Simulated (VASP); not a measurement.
Here is a VASP 6.6.1 calculation.

Contents of INCAR:

```
SYSTEM = Zn
PREC = Accurate
ENCUT = 600
EDIFF = 1E-6
ISMEAR = -1
SIGMA = 0.05
LREAL = .FALSE.
LASPH = .TRUE.
NELM = 100
ALGO = Normal
ISIF = 3
LWAVE = .FALSE.
LCHARG = .FALSE.
GGA = PE
IBRION = 2
NSW = 80
EDIFFG = -0.02
```

Contents of KPOINTS:

```
Automatic mesh
0
G
  9 9 9
  0 0 0
```

The input POSCAR:

```
Zn
1.0
    2.5600000000      0.0000000000      0.0000000000
    0.0000000000      2.5600000000      0.0000000000
    0.0000000000      0.0000000000      2.5600000000
Zn
1
Direct
    0.0000000000      0.0000000000      0.0000000000
```

Potentials or basis: VASP PAW PBE potentials, release 64 (Zn).

The run is started by

```bash
$ cat potpaw_PBE.64/Zn/POTCAR > POTCAR
$ mpirun -np 1 vasp_std > vasp.out
```

(1) Estimate the space group after relaxing (to 0.05 Å).

(2) Predict the relaxed volume.

Answers

(1) Pm-3m (No. 221).

(2) 18.17 Å³/atom.
